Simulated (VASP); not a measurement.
# TiCo (Pm-3m) in VASP: notebook

The runs below take TiCo through single point, relaxation of cell and atoms, with PBE.

Program: VASP 6.6.1. These are calculated values, not measurements. Logs are shortened: lines on timing, memory, paths and dates and some standing lists are left out, and cuts for length are marked.

## Step 1: The cell of the first run

It takes space group Pm-3m (No. 221, cubic). The conventional cell has a = 2.985 Å, b = 2.985 Å, c = 2.985 Å, α = 90.00°, β = 90.00°, γ = 90.00°. Ti (site symmetry m-3m) has 8 Co at 2.58 Å and 6 Ti at 2.98 Å within 3.4 Å. Within 3.4 Å of Co (site symmetry m-3m) lie 8 Ti at 2.58 Å and 6 Co at 2.98 Å.

## Step 2: Single point, PBE, collinear spin, ferromagnetic start

INCAR

```
SYSTEM = TiCo
PREC     = Accurate       ! precision mode
ENCUT    = 520            ! plane-wave cutoff, eV
EDIFF    = 1E-7           ! SCF threshold, eV
ISMEAR   = 0              ! smearing method
SIGMA    = 0.1            ! smearing width, eV
LREAL    = .False.        ! projectors in reciprocal space
LASPH    = .True.         ! aspherical terms in the spheres
NELM     = 150            ! most SCF steps
ALGO     = Normal         ! electronic algorithm
ISIF     = 2              ! what is computed and relaxed
LWAVE    = .False.        ! write WAVECAR
LCHARG   = .False.        ! write CHGCAR
ISPIN    = 2              ! spin polarisation
MAGMOM   = 0 0.6          ! initial moments
LORBIT   = 11             ! projections on sites
LMAXMIX  = 4              ! l up to which the mixer works
GGA      = PE             ! functional
NBANDS   = 22             ! bands
```

KPOINTS

```
regular mesh
0
Gamma
  12 12 12
  0 0 0
```

POSCAR

```
TiCo
1.0
    2.9847288391      0.0000000000      0.0000000000
    0.0000000000      2.9847288391      0.0000000000
    0.0000000000      0.0000000000      2.9847288391
Ti Co
1 1
Direct
    0.0000000000      0.0000000000      0.0000000000
    0.5000000000      0.5000000000      0.5000000000
```

Potentials or basis: VASP PAW PBE potentials, release 64 (Ti_sv, Co).

Run with:

```sh
> cat potpaw_PBE.64/Ti_sv/POTCAR potpaw_PBE.64/Co/POTCAR > POTCAR
> mpirun -np 1 vasp_std > vasp.out
```

OUTCAR:

```text
SYSTEM = TiCo
   PREC = Accurate
   ENCUT = 520
   EDIFF = 1E-7
   ISMEAR = 0
   LREAL = .False.
   LASPH = .True.
   NELM = 150
   ISIF = 2
   ISPIN = 2
   LORBIT = 11
   GGA = PE

 ion  position               nearest neighbor table
   1  0.000  0.000  0.000-   2 2.58   2 2.58   2 2.58   2 2.58   2 2.58   2 2.58   2 2.58   2 2.58

   2  0.500  0.500  0.500-   1 2.58   1 2.58   1 2.58   1 2.58   1 2.58   1 2.58   1 2.58   1 2.58

  LATTYP: Found a simple cubic cell.
 ALAT       =     2.9847288391

  Lattice vectors:

 A1 = (   2.9847288391,   0.0000000000,   0.0000000000)
 A2 = (   0.0000000000,   2.9847288391,   0.0000000000)
 A3 = (   0.0000000000,   0.0000000000,   2.9847288391)

Analysis of symmetry for initial positions (statically):
=====================================================================
 Subroutine PRICEL returns:
 Original cell was already a primitive cell.

 Routine SETGRP: Setting up the symmetry group for a
 simple cubic supercell.

 Subroutine GETGRP returns: Found 48 space group operations
 (whereof 48 operations were pure point group operations)
 out of a pool of 48 trial point group operations.

The static configuration has the point symmetry O_h .

Analysis of symmetry for dynamics (positions and initial velocities):
=====================================================================
 Subroutine PRICEL returns:
 Original cell was already a primitive cell.

 Routine SETGRP: Setting up the symmetry group for a
 simple cubic supercell.

 Subroutine GETGRP returns: Found 48 space group operations
 (whereof 48 operations were pure point group operations)
 out of a pool of 48 trial point group operations.

The dynamic configuration has the point symmetry O_h .

Analysis of structural, dynamic, and magnetic symmetry:
=====================================================================
 Subroutine PRICEL returns:
 Original cell was already a primitive cell.

 Routine SETGRP: Setting up the symmetry group for a
 simple cubic supercell.

 Subroutine GETGRP returns: Found 48 space group operations
 (whereof 48 operations were pure point group operations)
 out of a pool of 48 trial point group operations.

The overall configuration has the point symmetry O_h .

 Subroutine INISYM returns: Found 48 space group operations
 (whereof 48 operations are pure point group operations),
 and found     1 'primitive' translations

----------------------------------------------------------------------------------------

                                     Primitive cell

  volume of cell :      26.5898

  direct lattice vectors                    reciprocal lattice vectors
     2.984728839  0.000000000  0.000000000     0.335038811  0.000000000  0.000000000
     0.000000000  2.984728839  0.000000000     0.000000000  0.335038811  0.000000000
     0.000000000  0.000000000  2.984728839     0.000000000  0.000000000  0.335038811

  length of vectors
     2.984728839  2.984728839  2.984728839     0.335038811  0.335038811  0.335038811

  position of ions in fractional coordinates (direct lattice)
     0.000000000  0.000000000  0.000000000
     0.500000000  0.500000000  0.500000000

  ion indices of the primitive-cell ions
   primitive index   ion index
                 1           1
                 2           2

----------------------------------------------------------------------------------------

 KPOINTS: regular mesh

Automatic generation of k-mesh.
 Grid dimensions read from file:
 generate k-points for:   12   12   12

 Generating k-lattice:

  Cartesian coordinates                     Fractional coordinates (reciprocal lattice)
     0.027919901  0.000000000  0.000000000     0.083333333  0.000000000  0.000000000
     0.000000000  0.027919901  0.000000000     0.000000000  0.083333333  0.000000000
     0.000000000  0.000000000  0.027919901     0.000000000  0.000000000  0.083333333

  Length of vectors
     0.027919901  0.027919901  0.027919901

  Shift w.r.t. Gamma in fractional coordinates (k-lattice)
     0.000000000  0.000000000  0.000000000

 Subroutine IBZKPT returns following result:
 ===========================================

 Found     84 irreducible k-points:

 Following reciprocal coordinates:
            Coordinates               Weight
  0.000000  0.000000  0.000000      1.000000
  0.083333  0.000000  0.000000      6.000000
  0.166667  0.000000  0.000000      6.000000
  0.250000  0.000000  0.000000      6.000000
  0.333333  0.000000  0.000000      6.000000
  0.416667  0.000000  0.000000      6.000000
[... 16 lines left out ...]
  0.333333  0.333333  0.000000     12.000000
  0.416667  0.333333  0.000000     24.000000
 [... further k-points ...]
   k-points           NKPTS =     84   k-points in BZ     NKDIM =     84   number of bands    NBANDS=     22
   number of dos      NEDOS =    301   number of ions     NIONS =      2
   total plane-waves  NPLWV =  13824
   dimension x,y,z NGX =    24 NGY =   24 NGZ =   24
   dimension x,y,z NGXF=    48 NGYF=   48 NGZF=   48
   ions per type =               1   1
   NGX,Y,Z   is equivalent  to a cutoff of  13.37, 13.37, 13.37 a.u.
   NGXF,Y,Z  is equivalent  to a cutoff of  26.74, 26.74, 26.74 a.u.
 SYSTEM =  TiCo
   PREC   = accura    normal or accurate (medium, high low for compatibility)
   ISTART =      0    job   : 0-new  1-cont  2-samecut
   ICHARG =      2    charge: 1-file 2-atom 10-const
   ISPIN  =      2    spin polarized calculation?
   LNONCOLLINEAR =      F non collinear calculations
   LSORBIT =      F    spin-orbit coupling
   LASPH  =      T    aspherical Exc in radial PAW
   ENCUT  =  520.0 eV  38.22 Ry    6.18 a.u.   5.55  5.55  5.55*2*pi/ulx,y,z
   NELM   =    150;   NELMIN=  2; NELMDL= -5     # of ELM steps
   EDIFF  = 0.1E-06   stopping-criterion for ELM
   LREAL  =      F    real-space projection
   EDIFFG = 0.1E-05   stopping-criterion for IOM
   NSW    =      0    number of steps for IOM
   IBRION =     -1    ionic relax: 0-MD 1-quasi-New 2-CG
   NFREE  =      0    steps in history (QN), initial steepest desc. (CG)
   ISIF   =      2    stress and relaxation
   ISYM   =      2    0-nonsym 1-usesym 2-fastsym
   POTIM  = 0.5000    time-step for ionic-motion
   TEBEG  =    0.0;   TEEND  =   0.0 temperature during run
   PSTRESS=    0.0 pullay stress
   NELECT =      21.0000    total number of electrons
   NUPDOWN=      -1.0000    fix difference up-down
   EMIN   =  10.00;   EMAX   =-10.00  energy-range for DOS
   EFERMI =   0.00;   METHOD = LEGACY
   ISMEAR =     0;   SIGMA  =   0.10  broadening in eV -4-tet -1-fermi 0-gaus
   EFERMI_NEDOS =   21; number of points for ismear=-14 and -15
   IALGO  =     38    algorithm
   IMIX   =      4    mixing-type and parameters
     AMIX     =   0.40;   BMIX     =  1.00
     AMIX_MAG =   1.60;   BMIX_MAG =  1.00
  volume/ion in A,a.u.               =      13.29        89.72
  Fermi-wavevector in a.u.,A,eV,Ry     =   1.513247  2.859621 31.156190  2.289915
  Thomas-Fermi vector in A             =   2.623063
   LORBIT       =     11    0 simple, 1 ext, 2 COOP (PROOUT), +10 PAW based schemes
   GGA     = PE    functional components
   LHFCALC =     F    Hartree Fock is set to
   AEXX    =    0.0000 exact exchange contribution
   IVDW    =     0    specifies the selected vdW correction
   LEPSILON=     F    determine dielectric tensor
   LRPA    =     F    only Hartree local field effects (RPA)
 spin polarized calculation
 Gauss-broadening in eV      SIGMA  =   0.10
  energy-cutoff  :      520.00
  volume of cell :       26.59
 maximum number of plane-waves:       739
 NGX is ok and might be reduce to    24
   NGX = 11   NGY = 11   NGZ = 11

 number of electron      20.9999983 magnetization       0.8524250

 Free energy of the ion-electron system (eV)
  ---------------------------------------------------
  ext. energy  EPLUGINS =         0.00000000
  ---------------------------------------------------
  free energy    TOTEN  =       -15.67838532 eV

  energy without entropy =      -15.66743682  energy(sigma->0) =      -15.67291107

 E-fermi :   9.9691     XC(G=0): -12.5823

 val. band max:        9.9674436184   @ k =   0.3333   0.3333   0.1667
 cond. band min:       9.9724931363   @ k =   0.4167   0.4167   0.0833
 fundamental gap:      0.0050495179
 Fermi energy:         9.9691422642

 spin component 1

 k-point     1 :       0.0000    0.0000    0.0000
  band No.  band energies     occupation
      1     -47.2066      1.00000
      2     -23.2988      1.00000
      3     -23.2988      1.00000
      4     -23.2988      1.00000
      5       2.2538      1.00000
      6       5.7718      1.00000
[... 14 lines left out ...]
     21      29.2914      0.00000
     22      30.8974      0.00000

 k-point     2 :       0.0833    0.0000    0.0000
  band No.  band energies     occupation
      1     -47.2045      1.00000
      2     -23.3192      1.00000
      3     -23.2973      1.00000
      4     -23.2973      1.00000
      5       2.3917      1.00000
      6       5.8259      1.00000
[... 14 lines left out ...]
     21      29.7209      0.00000
     22      30.5237      0.00000

 k-point     3 :       0.1667    0.0000    0.0000
  band No.  band energies     occupation
      1     -47.1987      1.00000
      2     -23.3748      1.00000
      3     -23.2932      1.00000
      4     -23.2932      1.00000
      5       2.7949      1.00000
      6       5.9822      1.00000
[... 14 lines left out ...]
     21      29.7988      0.00000
     22      30.9190      0.00000
[... 476 lines left out ...]
 k-point    23 :       0.3333    0.3333    0.0000
  band No.  band energies     occupation
      1     -47.1607      1.00000
      2     -23.4983      1.00000
      3     -23.4887      1.00000
      4     -23.2622      1.00000
      5       5.2662      1.00000
      6       6.2517      1.00000
[... 14 lines left out ...]
     21      27.1274      0.00000
     22      30.2429      0.00000

 k-point    24 :       0.4167    0.3333    0.0000
  band No.  band energies     occupation
      1     -47.1553      1.00000
      2     -23.5443      1.00000
      3     -23.4858      1.00000
      4     -23.2574      1.00000
      5       5.4607      1.00000
      6       6.1582      1.00000
[... 14 lines left out ...]
     21      26.6645      0.00000
     22      29.4288      0.00000

 [... further k-points ...]

 spin component 2

 k-point     1 :       0.0000    0.0000    0.0000
  band No.  band energies     occupation
      1     -47.2104      1.00000
      2     -23.3034      1.00000
      3     -23.3034      1.00000
      4     -23.3034      1.00000
      5       2.2493      1.00000
      6       6.4294      1.00000
[... 14 lines left out ...]
     21      29.4566      0.00000
     22      30.7885      0.00000

 k-point     2 :       0.0833    0.0000    0.0000
  band No.  band energies     occupation
      1     -47.2083      1.00000
      2     -23.3241      1.00000
      3     -23.3019      1.00000
      4     -23.3019      1.00000
      5       2.3873      1.00000
      6       6.4918      1.00000
[... 14 lines left out ...]
     21      29.8826      0.00000
     22      30.4137      0.00000

 k-point     3 :       0.1667    0.0000    0.0000
  band No.  band energies     occupation
      1     -47.2024      1.00000
      2     -23.3802      1.00000
      3     -23.2979      1.00000
      4     -23.2979      1.00000
      5       2.7917      1.00000
      6       6.6533      1.00000
[... 14 lines left out ...]
     21      29.6853      0.00000
     22      30.8452      0.00000
[... 476 lines left out ...]
 k-point    23 :       0.3333    0.3333    0.0000
  band No.  band energies     occupation
      1     -47.1641      1.00000
      2     -23.5051      1.00000
      3     -23.4954      1.00000
      4     -23.2667      1.00000
      5       5.4225      1.00000
      6       6.6752      1.00000
[... 14 lines left out ...]
     21      27.0383      0.00000
     22      30.3378      0.00000

 k-point    24 :       0.4167    0.3333    0.0000
  band No.  band energies     occupation
      1     -47.1587      1.00000
      2     -23.5516      1.00000
      3     -23.4925      1.00000
      4     -23.2618      1.00000
      5       5.7392      1.00000
      6       6.4616      1.00000
[... 14 lines left out ...]
     21      26.5744      0.00000
     22      29.4687      0.00000

 [... further k-points ...]

------------------------ aborting loop because EDIFF is reached ----------------------------------------

  FORCE on cell =-STRESS in cart. coord.  units (eV):
  Direction    XX          YY          ZZ          XY          YZ          ZX
  --------------------------------------------------------------------------------------
  -------------------------------------------------------------------------------------
  Total       -0.0948322     -0.0948322     -0.0948322      0.0000000     -0.0000000      0.0000000
  in kB       -5.7141518     -5.7141518     -5.7141518      0.0000000     -0.0000000      0.0000000
  external PRESSURE =      -5.7141518 kB  Pullay stress =       0.0000000 kB

 VOLUME and BASIS-vectors are now :
 -----------------------------------------------------------------------------
  energy-cutoff  :      520.00
  volume of cell :       26.59
      direct lattice vectors                 reciprocal lattice vectors
     2.984728839  0.000000000  0.000000000     0.335038811  0.000000000  0.000000000
     0.000000000  2.984728839  0.000000000     0.000000000  0.335038811  0.000000000
     0.000000000  0.000000000  2.984728839     0.000000000  0.000000000  0.335038811

 POSITION                                       TOTAL-FORCE (eV/Angst)
 -----------------------------------------------------------------------------------
      0.00000      0.00000      0.00000         0.000000      0.000000      0.000000
      1.49236      1.49236      1.49236         0.000000      0.000000      0.000000
 -----------------------------------------------------------------------------------
    total drift:                                0.000000      0.000000     -0.000000

  FREE ENERGIE OF THE ION-ELECTRON SYSTEM (eV)
  ---------------------------------------------------
  free  energy   TOTEN  =       -15.6783853239 eV

  energy  without entropy=      -15.6674368212  energy(sigma->0) =      -15.67291107

 total charge

# of ion       s       p       d       tot
------------------------------------------
    1        2.247   6.180   1.860  10.287
    2        0.525   0.461   7.304   8.290
--------------------------------------------------
tot          2.772   6.642   9.163  18.577

 magnetization (x)

# of ion       s       p       d       tot
------------------------------------------
    1       -0.002  -0.012  -0.008  -0.022
    2        0.027  -0.004   0.898   0.921
--------------------------------------------------
tot          0.025  -0.016   0.890   0.899
```

Run time: 2 min. Hardware: 1 thread of Oxide Virtual Turin-like, shared host; peak memory 0.17 GiB.

What came out:

- Free energy: -15.6784 eV
- Pressure: -0.6 GPa
- Net moment: 0.85 μB per cell
- Site moments: Ti -0.02; Co +0.92 μB
- Valence electrons inside the program's atomic spheres: Ti 10.29; Co 8.29

Levels at points of the mesh, in eV from the Fermi level:
Spin up:
| k point | band 9 | band 10 | band 11 | band 12 | band 13 | band 14 |
| --- | --- | --- | --- | --- | --- | --- |
| (0.00, 0.00, 0.00) | -1.89 | -1.89 | 0.46 | 0.46 | 2.64 | 2.64 |
| (0.50, 0.00, 0.00) | -2.00 | -1.54 | -0.73 | -0.62 | 0.64 | 0.64 |
| (0.50, 0.50, 0.00) | -1.52 | -0.80 | 0.61 | 0.61 | 1.08 | 2.42 |
| (0.50, 0.50, 0.50) | -2.11 | -2.11 | -1.49 | -1.49 | 3.17 | 3.17 |
Spin down:
```csv
k point,band 6,band 7,band 8,band 9,band 10,band 11,band 12,band 13,band 14,band 15
"(0.00, 0.00, 0.00)",-3.54,-3.54,-1.35,-1.35,-1.35,1.01,1.01,2.75,2.75,2.75
"(0.50, 0.00, 0.00)",-3.83,-1.90,-1.43,-1.43,-0.92,-0.82,0.56,0.65,0.65,2.22
"(0.50, 0.50, 0.00)",-3.72,-2.32,-2.32,-0.04,0.26,0.58,0.58,1.24,2.61,2.61
"(0.50, 0.50, 0.50)",-2.34,-2.34,-2.11,-2.11,-2.11,0.00,0.00,3.12,3.12,7.19
```

(Continued in part 2 of 2.)
